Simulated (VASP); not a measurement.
A run of VASP 6.6.1:

File INCAR:

```
PREC = Accurate
ENCUT = 600
EDIFF = 1E-6
ISMEAR = -1
SIGMA = 0.1
LREAL = F
LASPH = T
NELM = 100
ALGO = Normal
ISIF = 3
LWAVE = F
LCHARG = F
GGA = PE
IBRION = 2
NSW = 80
EDIFFG = -0.01
```

Contents of KPOINTS:

```
regular mesh
0
Gamma
  11 11 11
```

File POSCAR:

```
Se
1.0
    2.8664900032      0.0000000000      0.0000000000
    0.0000000000      2.8664900032      0.0000000000
    0.0000000000      0.0000000000      2.8664900032
Se
1
Direct
    0.0000000000      0.0000000000      0.0000000000
```

Potentials or basis: VASP PAW PBE potentials, release 64 (Se).

Launch:

```sh
$ cat potpaw_PBE.64/Se/POTCAR > POTCAR
$ mpirun -np 1 vasp_std > vasp.out
```

Hardware: 1 thread of AMD EPYC 7R43 64-Core Processor (Zen 3) (shared host).

Task: How long does it take, and how much memory?

Result: It took 13 s on 1 thread of AMD EPYC 7R43 64-Core Processor (Zen 3) (shared host), peak memory 0.11 GiB. Counts: scf iterations 23, k points 56, ion steps 3.
